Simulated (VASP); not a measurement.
A run of VASP 6.6.1:

The input INCAR:

```
SYSTEM = Ga3AsN2
PREC = Accurate
ENCUT = 520
EDIFF = 1E-7
ISMEAR = 0
SIGMA = 0.1
LREAL = .FALSE.
LASPH = .TRUE.
NELM = 100
ALGO = Normal
ISIF = 2
LWAVE = .FALSE.
LCHARG = .TRUE.
GGA = PE
LELF = .TRUE.
LVHAR = .TRUE.
NBANDS = 36
```

File KPOINTS:

```
Automatic mesh
0
G
  6 6 6
  0 0 0
```

The input POSCAR:

```
Ga3AsN2
1.0
   -1.8067373500      1.8067373500      7.6653373800
    1.8067373500     -1.8067373500      7.6653373800
    1.8067373500      1.8067373500     -7.6653373800
Ga As N
3 1 2
Direct
    0.0000000000      0.0000000000      0.0000000000
    0.6666666700      0.6666666700      0.0000000000
    0.3333333300      0.3333333300      0.0000000000
    0.2500000000      0.7500000000      0.5000000000
    0.5833333300      0.0833333300      0.5000000000
    0.9166666700      0.4166666700      0.5000000000
```

Potentials or basis: VASP PAW PBE potentials, release 64 (Ga_d, As, N).

The run is started by

```bash
$ cat potpaw_PBE.64/Ga_d/POTCAR potpaw_PBE.64/As/POTCAR potpaw_PBE.64/N/POTCAR > POTCAR
$ mpirun -np 1 vasp_std > vasp.out
```

Hardware: 1 thread of Intel(R) Xeon(R) 6975P-C (Granite Rapids) (shared host).

Q: How long does it take, and how much memory?

A: Wall time 5.1 min on 1 thread of Intel(R) Xeon(R) 6975P-C (Granite Rapids), on a shared host, peak memory 0.54 GiB. Counts: scf iterations 16, k points 30.
